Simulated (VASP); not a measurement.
Write the native input for VASP 6.6.1 that does the following.

```yaml
Task: single point
Functional: PBE
Potentials_or_basis: VASP PAW PBE potentials, release 64 (In_d, O)
Cutoff: 600 eV
k_mesh: 6 × 6 × 1
Occupations: gaussian, width 0.1 eV
Spin: no spin polarisation
Dipole_correction: no
Further_INCAR_settings: ALGO = Normal; EDIFF = 1e-06; NBANDS = 51
```

The structure of In6O lies in POSCAR:

```
In6O
1.0
    3.3921397988      0.0000000000      0.0000000000
   -1.6960698994      2.9376792389      0.0000000000
    0.0000000000      0.0000000000     16.9632090792
In O
6 1
Direct
    0.6666666667      0.3333333333      0.9103703950
    0.3333333333      0.6666666667      0.0896296050
    0.0000000000      0.0000000000      0.7390185663
    0.6666666667      0.3333333333      0.4217620213
    0.3333333333      0.6666666667      0.5782379787
    0.0000000000      0.0000000000      0.2609814337
    0.0000000000      0.0000000000      0.0000000000
```

One way to write it, as run:

INCAR

```
SYSTEM = In6O
PREC = Accurate
ENCUT = 600
EDIFF = 1E-6
ISMEAR = 0
SIGMA = 0.1
LREAL = .FALSE.
LASPH = .TRUE.
NELM = 120
ALGO = Normal
ISIF = 2
LWAVE = .FALSE.
LCHARG = .FALSE.
GGA = PE
NBANDS = 51
GGA_COMPAT = .FALSE.
```

KPOINTS

```
Automatic mesh
0
G
  6 6 1
  0 0 0
```

Potentials or basis: VASP PAW PBE potentials, release 64 (In_d, O).

Command:

```console
$ cat potpaw_PBE.64/In_d/POTCAR potpaw_PBE.64/O/POTCAR > POTCAR
$ mpirun -np 1 vasp_std > vasp.out
```

It gave:

* Pressure: -0.1 GPa
* Largest force: 0.024 eV/Å
* Band gap on the k mesh: zero (bands 42 and 43 overlap by 2.66 eV)

Caveat: the k points lie up to 0.37 Å⁻¹ apart, too coarse for converged energies and pressures of a metal; spin-orbit coupling is left out, which moves the levels of the heavy elements.

Run time: 3.7 min on 1 thread of Intel Xeon 8259CL, with other jobs on the host, peak memory 0.33 GiB.
